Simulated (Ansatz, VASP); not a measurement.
## Two plane-wave programs on Ge

Contents of INCAR:

```
ALGO     = Normal         # electronic algorithm
DIPOL    = 0.5 0.5 0.500
EDIFF    = 1E-7           # SCF threshold, eV
ENCUT    = 520            # plane-wave cutoff, eV
GGA      = PE             # functional
IDIPOL   = 3            
ISIF     = 2              # what is computed and relaxed
ISMEAR   = 0              # smearing method
IVDW     = 12             # dispersion correction
LASPH    = T              # aspherical terms in the spheres
LCHARG   = F              # write CHGCAR
LDIPOL   = T            
LREAL    = F              # projectors in reciprocal space
LWAVE    = F              # write WAVECAR
NBANDS   = 21             # bands
NELM     = 100            # most SCF steps
PREC     = Accurate       # precision mode
SIGMA    = 0.1            # smearing width, eV
```

Contents of KPOINTS:

```
k-points
0
Gamma
  12 12 1
```

POSCAR

```
Ge
1.0
    4.0300000000      0.0000000000      0.0000000000
   -2.0150000000      3.4900823773      0.0000000000
    0.0000000000      0.0000000000     28.0000000000
Ge
2
Direct
    0.3333333333      0.6666666667      0.5078571429
    0.6666666667      0.3333333333      0.4921428571
```

Input for Ansatz:

```yaml
crystal:
  lattice:
    - [4.03, 0.0, 0.0]
    - [-2.015, 3.4900823773, 0.0]
    - [0.0, 0.0, 28.0]
  atoms:
    - { symbol: Ge, position: [0.3333333333, 0.6666666667, 0.5078571429] }
    - { symbol: Ge, position: [0.6666666667, 0.3333333333, 0.4921428571] }
  periodic: [true, true, false]
basis:
  ecutwfc: 420
kpoints:
  mp_grid: { grid: [12, 12, 1] }
hamiltonian:
  xc: pbe
  pseudopotentials: { kind: paw, azcp: { folder: soft_1 } }
  dispersion: d3bj
scf:
  occupations: { method: gaussian, width: 0.1 }
output:
  forces: true
  stress: true
  eigenvalues: true
```

Alike in both runs: task single point; functional PBE; dispersion D3(BJ); k mesh 12 × 12 × 1; occupations gaussian, width 0.1 eV; no spin polarisation.

```csv
,VASP,Ansatz
version,VASP 6.6.1,Ansatz 0.2.0
potentials or method,"VASP PAW PBE potentials, release 64 (Ge_d), cutoff 520 eV","scalar-relativistic, plane waves, PAW"
valence electrons in the cell,28,28
```

```tsv
	VASP	Ansatz	Ansatz less VASP
gap on the k mesh at the Fermi level (eV)	none	none	-
rms of the force components (eV/Å)	0.327	0.328	+0.0013
```

Atom by atom the forces differ by 0.001 eV/Å (rms over components). A gap of «none» marks a metal or a gap that the smearing closes.
